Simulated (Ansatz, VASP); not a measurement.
## One calculation of NaAgPtC6N6, two programs

```
Na Ag Pt C N
1.0
     0.00000    5.61422    5.61422
     5.61422    0.00000    5.61422
     5.61422    5.61422    0.00000
Na Ag Pt C N
1 1 1 6 6
Direct
  0.25000 0.25000 0.25000
  0.00000 0.00000 0.00000
  0.50000 0.50000 0.50000
  0.78336 0.21664 0.21664
  0.78336 0.21664 0.78336
  0.78336 0.78336 0.21664
  0.21664 0.78336 0.78336
  0.21664 0.78336 0.21664
  0.21664 0.21664 0.78336
  0.67874 0.32126 0.32126
  0.67874 0.32126 0.67874
  0.67874 0.67874 0.32126
  0.32126 0.67874 0.67874
  0.32126 0.67874 0.32126
  0.32126 0.32126 0.67874
```

Alike in both runs: task single point; functional PBE; k mesh 2 × 2 × 2; occupations gaussian, width 0.1 eV; no spin polarisation.

|  | VASP | Ansatz |
| --- | --- | --- |
| version | VASP 6.6.1 | Ansatz 0.2.0 |
| potentials or method | VASP PAW PBE potentials, release 64 (Na_pv, Ag, Pt, C, N), cutoff 520 eV | scalar-relativistic, plane waves, PAW |
| valence electrons in the cell | 82 | 100 |

```csv
,VASP,Ansatz,Ansatz less VASP
gap on the k mesh at the Fermi level (eV),1.13,1.14,+0.009
least direct gap on the mesh (eV),1.21,1.22,+0.009
pressure (GPa),0.3,0.0,-0.32
rms of the force components (eV/Å),0.188,0.030,-0.1576
```

Atom by atom the forces differ by 0.185 eV/Å (rms over components). One of these differences is far larger than is usual between the two programs; its cause wasn't traced. VASP's potentials hold 82 valence electrons a cell and Ansatz's 100, so a difference there can come from the potentials and not from the codes.

The k mesh is coarse, so the values compare programs but aren't converged. Spin-orbit coupling is off throughout. Noted on VASP's run: the standard files for N, O and F lose accuracy on very short bonds.
